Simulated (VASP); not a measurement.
# MoS2 (P6_3/mmc) in VASP: electric field gradients with PBE

Aim: the electric field gradients of MoS2 with PBE.

Everything below comes from runs of VASP 6.6.1. Logs are shortened: lines on timing, memory, paths and dates and some standing lists are left out, and cuts for length are marked.

**Experimental background.**

“Multiwavelength excitation Raman Scattering Analysis of bulk and 2 dimensional MoS2: Vibrational properties of atomically thin MoS2 layers”, 2015, arxiv:1506.03228 reports, for a bulk crystal of MoS2 at 300 K: band gap 1.3 eV (indirect).

The runs below are set against these values where they give the same quantity.

### 1 The cell of the first run

The structure is hexagonal, space group P6_3/mmc (No. 194). The conventional cell has a = 3.169 Å, b = 3.169 Å, c = 12.324 Å, α = 90.00°, β = 90.00°, γ = 120.00°. Within 3.2 Å of Mo (site symmetry -6m2) lie 6 S at 2.41 Å and 6 Mo at 3.17 Å. Within 3.2 Å of S (site symmetry 3m) lie 3 Mo at 2.41 Å and 7 S at 3.13 to 3.17 Å.

### 2 Electric field gradients, PBE, collinear spin, ferromagnetic start

Contents of INCAR:

```
PREC = Accurate
ENCUT = 520
EDIFF = 1E-8
ISMEAR = -1
SIGMA = 0.02
LREAL = F
LASPH = T
NELM = 150
ALGO = Normal
ISIF = 2
LWAVE = F
LCHARG = F
ISPIN = 2
MAGMOM = 2 2 0 0 0 0
LORBIT = 11
LMAXMIX = 4
GGA = PE
LEFG = T
NBANDS = 39
```

Contents of KPOINTS:

```
Automatic mesh
0
Gamma
  11 11 3
```

Contents of POSCAR:

```
MoS2
1.0
    3.1690000000      0.0000000000      0.0000000000
   -1.5845000000      2.7444345046      0.0000000000
    0.0000000000      0.0000000000     12.3240000000
Mo S
2 4
Direct
    0.3333333333      0.6666666667      0.2500000000
    0.6666666667      0.3333333333      0.7500000000
    0.3333333333      0.6666666667      0.6230000000
    0.6666666667      0.3333333333      0.1230000000
    0.3333333333      0.6666666667      0.8770000000
    0.6666666667      0.3333333333      0.3770000000
```

Potentials or basis: VASP PAW PBE potentials, release 64 (Mo_sv, S).

Command:

```sh
> cat potpaw_PBE.64/Mo_sv/POTCAR potpaw_PBE.64/S/POTCAR > POTCAR
> mpirun -np 1 vasp_std > vasp.out
```

OUTCAR:

```text
PREC = Accurate
   ENCUT = 520
   EDIFF = 1E-8
   ISMEAR = -1
   LREAL = F
   LASPH = T
   NELM = 150
   ISIF = 2
   ISPIN = 2
   LORBIT = 11
   GGA = PE

 ion  position               nearest neighbor table
   1  0.333  0.667  0.250-   4 2.41   6 2.41   4 2.41   6 2.41   4 2.41   6 2.41
   2  0.667  0.333  0.750-   3 2.41   5 2.41   3 2.41   5 2.41   3 2.41   5 2.41
   3  0.333  0.667  0.623-   2 2.41   2 2.41   2 2.41
   4  0.667  0.333  0.123-   1 2.41   1 2.41   1 2.41
   5  0.333  0.667  0.877-   2 2.41   2 2.41   2 2.41
   6  0.667  0.333  0.377-   1 2.41   1 2.41   1 2.41

  LATTYP: Found a hexagonal cell.
 ALAT       =     3.1690000000
 C/A-ratio  =     3.8889239508

  Lattice vectors:

 A1 = (   3.1690000000,   0.0000000000,   0.0000000000)
 A2 = (  -1.5845000000,   2.7444345046,   0.0000000000)
 A3 = (   0.0000000000,   0.0000000000,  12.3240000000)

Analysis of symmetry for initial positions (statically):
=====================================================================
 Subroutine PRICEL returns:
 Original cell was already a primitive cell.

 Routine SETGRP: Setting up the symmetry group for a
 hexagonal supercell.

 Subroutine GETGRP returns: Found 24 space group operations
 (whereof 12 operations were pure point group operations)
 out of a pool of 24 trial point group operations.

The static configuration has the point symmetry D_3d.
 The point group associated with its full space group is D_6h.

Analysis of symmetry for dynamics (positions and initial velocities):
=====================================================================
 Subroutine PRICEL returns:
 Original cell was already a primitive cell.

 Routine SETGRP: Setting up the symmetry group for a
 hexagonal supercell.

 Subroutine GETGRP returns: Found 24 space group operations
 (whereof 12 operations were pure point group operations)
 out of a pool of 24 trial point group operations.

The dynamic configuration has the point symmetry D_3d.
 The point group associated with its full space group is D_6h.

Analysis of structural, dynamic, and magnetic symmetry:
=====================================================================
 Subroutine PRICEL returns:
 Original cell was already a primitive cell.

 Routine SETGRP: Setting up the symmetry group for a
 hexagonal supercell.

 Subroutine GETGRP returns: Found 24 space group operations
 (whereof 12 operations were pure point group operations)
 out of a pool of 24 trial point group operations.

The overall configuration has the point symmetry D_3d.
 The point group associated with its full space group is D_6h.

 Subroutine INISYM returns: Found 24 space group operations
 (whereof 12 operations are pure point group operations),
 and found     1 'primitive' translations

----------------------------------------------------------------------------------------

                                     Primitive cell

  volume of cell :     107.1832

  direct lattice vectors                    reciprocal lattice vectors
     3.169000000  0.000000000  0.000000000     0.315556958  0.182186895  0.000000000
    -1.584500000  2.744434505  0.000000000     0.000000000  0.364373789  0.000000000
     0.000000000  0.000000000 12.324000000     0.000000000  0.000000000  0.081142486

  length of vectors
     3.169000000  3.169000000 12.324000000     0.364373789  0.364373789  0.081142486

  position of ions in fractional coordinates (direct lattice)
     0.333333333  0.666666667  0.250000000
     0.666666667  0.333333333  0.750000000
     0.333333333  0.666666667  0.623000000
     0.666666667  0.333333333  0.123000000
     0.333333333  0.666666667  0.877000000
     0.666666667  0.333333333  0.377000000

  ion indices of the primitive-cell ions
   primitive index   ion index
                 1           1
                 2           2
                 3           3
                 4           4
                 5           5
                 6           6

----------------------------------------------------------------------------------------

 KPOINTS: Automatic mesh

Automatic generation of k-mesh.
 Grid dimensions read from file:
 generate k-points for:   11   11    3

 Generating k-lattice:

  Cartesian coordinates                     Fractional coordinates (reciprocal lattice)
     0.028686996  0.016562445  0.000000000     0.090909091  0.000000000  0.000000000
     0.000000000  0.033124890  0.000000000     0.000000000  0.090909091  0.000000000
     0.000000000  0.000000000  0.027047495     0.000000000  0.000000000  0.333333333

  Length of vectors
     0.033124890  0.033124890  0.027047495

[... 51 lines left out ...]
   ENCUT  =  520.0 eV  38.22 Ry    6.18 a.u.   5.89  5.89 22.91*2*pi/ulx,y,z
   NELM   =    150;   NELMIN=  2; NELMDL= -5     # of ELM steps
   EDIFF  = 0.1E-07   stopping-criterion for ELM
   LREAL  =      F    real-space projection
   EDIFFG = 0.1E-06   stopping-criterion for IOM
   NSW    =      0    number of steps for IOM
   IBRION =     -1    ionic relax: 0-MD 1-quasi-New 2-CG
   NFREE  =      0    steps in history (QN), initial steepest desc. (CG)
   ISIF   =      2    stress and relaxation
   ISYM   =      2    0-nonsym 1-usesym 2-fastsym
   POTIM  = 0.5000    time-step for ionic-motion
   TEBEG  =    0.0;   TEEND  =   0.0 temperature during run
   PSTRESS=    0.0 pullay stress
   NELECT =      52.0000    total number of electrons
   NUPDOWN=      -1.0000    fix difference up-down
   EMIN   =  10.00;   EMAX   =-10.00  energy-range for DOS
   EFERMI =   0.00;   METHOD = LEGACY
   ISMEAR =    -1;   SIGMA  =   0.02  broadening in eV -4-tet -1-fermi 0-gaus
   EFERMI_NEDOS =   21; number of points for ismear=-14 and -15
   IALGO  =     38    algorithm
   IMIX   =      4    mixing-type and parameters
     AMIX     =   0.40;   BMIX     =  1.00
     AMIX_MAG =   1.60;   BMIX_MAG =  1.00
  volume/ion in A,a.u.               =      17.86       120.55
  Fermi-wavevector in a.u.,A,eV,Ry     =   1.286373  2.430893 22.514325  1.654756
  Thomas-Fermi vector in A             =   2.418452
   LORBIT       =     11    0 simple, 1 ext, 2 COOP (PROOUT), +10 PAW based schemes
   GGA     = PE    functional components
   LHFCALC =     F    Hartree Fock is set to
   AEXX    =    0.0000 exact exchange contribution
   IVDW    =     0    specifies the selected vdW correction
   LEPSILON=     F    determine dielectric tensor
   LRPA    =     F    only Hartree local field effects (RPA)
 spin polarized calculation
  energy-cutoff  :      520.00
  volume of cell :      107.18
 maximum number of plane-waves:      2904
 NGX is ok and might be reduce to    24
   NGX = 11   NGY = 11   NGZ = 45

 number of electron      51.9999997 magnetization       0.0000691

 number of electron      51.9999997 magnetization      -0.0000173

 Free energy of the ion-electron system (eV)
  ---------------------------------------------------
  ext. energy  EPLUGINS =         0.00000000
  ---------------------------------------------------
  free energy    TOTEN  =       -43.61412129 eV

  energy without entropy =      -43.61412129  energy(sigma->0) =      -43.61412129

 E-fermi :   7.8958     XC(G=0): -10.8172

 val. band max:        7.4843861451   @ k =   0.0000   0.0000   0.0000
 cond. band min:       8.3744668571   @ k =   0.1818   0.1818   0.0000
 fundamental gap:      0.8900807119
 Fermi energy:         7.8957785149

 spin component 1

 k-point     1 :       0.0000    0.0000    0.0000
  band No.  band energies     occupation
      1     -54.0203      1.00000
      2     -54.0203      1.00000
      3     -28.1692      1.00000
      4     -28.1691      1.00000
      5     -27.9501      1.00000
      6     -27.9501      1.00000
[... 973 lines left out ...]
     37      16.0901      0.00000
     38      16.1941      0.00000

 [... further k-points ...]

 spin component 2

 k-point     1 :       0.0000    0.0000    0.0000
  band No.  band energies     occupation
      1     -54.0203      1.00000
      2     -54.0203      1.00000
      3     -28.1692      1.00000
      4     -28.1691      1.00000
      5     -27.9501      1.00000
      6     -27.9501      1.00000
[... 973 lines left out ...]
     37      16.0901      0.00000
     38      16.1941      0.00000

 [... further k-points ...]

 [bands above 38 left out]

------------------------ aborting loop because EDIFF is reached ----------------------------------------

  FORCE on cell =-STRESS in cart. coord.  units (eV):
  Direction    XX          YY          ZZ          XY          YZ          ZX
  --------------------------------------------------------------------------------------
  -------------------------------------------------------------------------------------
  Total        1.1646512      1.1646512      1.4058254      0.0000000      0.0000000      0.0000000
  in kB       17.4092334     17.4092334     21.0143111      0.0000000      0.0000000      0.0000000
  external PRESSURE =      18.6109259 kB  Pullay stress =       0.0000000 kB

 VOLUME and BASIS-vectors are now :
 -----------------------------------------------------------------------------
  energy-cutoff  :      520.00
  volume of cell :      107.18
      direct lattice vectors                 reciprocal lattice vectors
     3.169000000  0.000000000  0.000000000     0.315556958  0.182186895  0.000000000
    -1.584500000  2.744434505  0.000000000     0.000000000  0.364373789  0.000000000
     0.000000000  0.000000000 12.324000000     0.000000000  0.000000000  0.081142486

 POSITION                                       TOTAL-FORCE (eV/Angst)
 -----------------------------------------------------------------------------------
     -0.00000      1.82962      3.08100         0.000000      0.000000      0.000000
      1.58450      0.91481      9.24300        -0.000000     -0.000000      0.000000
     -0.00000      1.82962      7.67785         0.000000     -0.000000      0.077806
      1.58450      0.91481      1.51585        -0.000000     -0.000000      0.077806
     -0.00000      1.82962     10.80815         0.000000      0.000000     -0.077806
      1.58450      0.91481      4.64615        -0.000000      0.000000     -0.077806
 -----------------------------------------------------------------------------------
    total drift:                               -0.000000      0.000000     -0.000000

  FREE ENERGIE OF THE ION-ELECTRON SYSTEM (eV)
  ---------------------------------------------------
  free  energy   TOTEN  =       -43.6141212908 eV

  energy  without entropy=      -43.6141212908  energy(sigma->0) =      -43.61412129

 Electric field gradients (V/A^2)
---------------------------------------------------------------------
 ion       V_xx      V_yy      V_zz      V_xy      V_xz      V_yz
---------------------------------------------------------------------
   1      39.363    39.362   -78.724    -0.001     0.000    -0.000
   2      39.363    39.362   -78.724    -0.001    -0.000     0.000
   3      25.859    25.860   -51.719     0.000    -0.000     0.000
   4      25.859    25.860   -51.719     0.000     0.000    -0.000
   5      25.859    25.860   -51.719     0.000     0.000    -0.000
   6      25.859    25.860   -51.719     0.000    -0.000     0.000
---------------------------------------------------------------------

 Electric field gradients after diagonalization (V/A^2)
 (convention: |V_zz| > |V_xx| > |V_yy|)
----------------------------------------------------------------------
 ion       V_xx      V_yy      V_zz     asymmetry (V_yy - V_xx)/ V_zz
----------------------------------------------------------------------
   1      39.363    39.361   -78.724       0.000
   2      39.363    39.361   -78.724       0.000
   3      25.860    25.859   -51.719       0.000
   4      25.860    25.859   -51.719       0.000
   5      25.860    25.859   -51.719       0.000
   6      25.860    25.859   -51.719       0.000
----------------------------------------------------------------------

           NMR quadrupolar parameters

 Cq : quadrupolar parameter    Cq=e*Q*V_zz/h
 eta: asymmetry parameters     (V_yy - V_xx)/ V_zz
 Q  : nuclear electric quadrupole moment in mb (millibarn)
----------------------------------------------------------------------
 ion       Cq(MHz)       eta       Q (mb)
----------------------------------------------------------------------
   1      -0.190       0.000       1.000
   2      -0.190       0.000       1.000
   3      -0.125       0.000       1.000
   4      -0.125       0.000       1.000
   5      -0.125       0.000       1.000
   6      -0.125       0.000       1.000
----------------------------------------------------------------------

 total charge

# of ion       s       p       d       tot
------------------------------------------
    1        2.290   6.219   3.944  12.454
    2        2.290   6.219   3.944  12.454
    3        1.365   2.339   0.000   3.703
    4        1.365   2.339   0.000   3.703
    5        1.365   2.339   0.000   3.703
    6        1.365   2.339   0.000   3.703
--------------------------------------------------
tot         10.040  21.793   7.888  39.721

 magnetization (x)

# of ion       s       p       d       tot
------------------------------------------
    1       -0.000  -0.000   0.000   0.000
    2       -0.000  -0.000   0.000   0.000
    3        0.000   0.000   0.000   0.000
    4        0.000   0.000   0.000   0.000
    5        0.000   0.000   0.000   0.000
    6        0.000   0.000   0.000   0.000
--------------------------------------------------
tot          0.000   0.000   0.000   0.000
```

Run time: 7.7 min. Hardware: 1 thread of AMD EPYC 7R13 (Zen 3), shared host; peak memory 0.34 GiB.

What came out:

```
Free energy                                           : -43.6141 eV
Pressure                                              : 1.9 GPa
Largest force                                         : 0.078 eV/Å
Band gap on the k mesh                                : 0.89 eV, indirect (least direct gap 1.82 eV)
Net moment                                            : 0.00 μB per cell
Valence electrons inside the program's atomic spheres : Mo 12.45; S 3.70
```

Forces in eV/Å, atoms in the order of the input:
```
Mo   0.000  0.000  0.000
Mo   0.000  0.000  0.000
S    0.000  0.000  0.078
S    0.000  0.000  0.078
S    0.000  0.000 -0.078
S    0.000  0.000 -0.078
```

Stress tensor (GPa, compression positive):
```
1.74 0.00 0.00
0.00 1.74 0.00
0.00 0.00 2.10
```

Electric field gradients, principal values (V/Å²):
```
atom   least  middle  greatest (by size)
1 Mo  39.361  39.363             -78.724
2 Mo  39.361  39.363             -78.724
 3 S  25.859  25.860             -51.719
 4 S  25.859  25.860             -51.719
 5 S  25.859  25.860             -51.719
 6 S  25.859  25.860             -51.719
```

Caveat: without QUAD_EFG the Cq values of the log hold for a quadrupole moment of 1 mb, not for the nuclei; this functional lacks dispersion, which binds the layers, so the pressure and a relaxed spacing across them are unreliable.

### 3 How close it comes

Step 2. A measured gap of MoS2 is 1.3 eV (indirect; 300 K; “Multiwavelength excitation Raman Scattering Analysis of bulk and 2 dimensional MoS2: Vibrational properties of atomically thin MoS2 layers”, 2015, arxiv:1506.03228); the calculated 0.89 eV misses it by -0.41 eV. Spin-orbit coupling on Mo is left out. The value is that of PBE on a finite k mesh, which can miss the band edges, without temperature or zero-point motion. Semilocal functionals fall short of measured gaps as a rule.
